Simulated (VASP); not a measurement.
Runs of VASP 6.6.1 on W. The structure is that of space group Im-3m (No. 229), or close to it. The cells are those of the table. 

| cell | k mesh | gap on the mesh (eV) | pressure (GPa) |
| --- | --- | --- | --- |
| a = 3.168, b = 3.168, c = 2.744 Å, angles 125.3, 54.7, 90.0°, 1 atom | 11 × 11 × 21 | none | (b) |
| a = 2.716 Å, angles 109.5°, 1 atom | 18 × 18 × 18 | none | 11.8 |
| a = 2.798 Å, angles 109.5°, 1 atom | 18 × 18 × 18 | none | (a) |
| a = 2.688 Å, angles 109.5°, 1 atom | 18 × 18 × 18 | none | 24.2 |
| a = 2.771 Å, angles 109.5°, 1 atom | 18 × 18 × 18 | none | -7.7 |

Alike in all rows: task single point; level r2SCAN; potentials or basis VASP PAW PBE potentials, release 64 (W_sv); no spin polarisation; cutoff (eV) 520; smearing gaussian 0.1 eV.

**Question.** Fill in the values left out.

**Answer.** (a) -15.4; (b) 1.3.

Caveats: the PAW data sets were made with another functional, which shifts forces and pressure a little; spin-orbit coupling is left out, which moves the levels of the heavy elements; the cell stands under pressure (at least some runs); the cell stands under tension (at least some runs).

A k mesh can miss the band edges, and the runs leave out spin-orbit coupling on W.

A gap of «none» marks levels without a gap at the run's occupations.
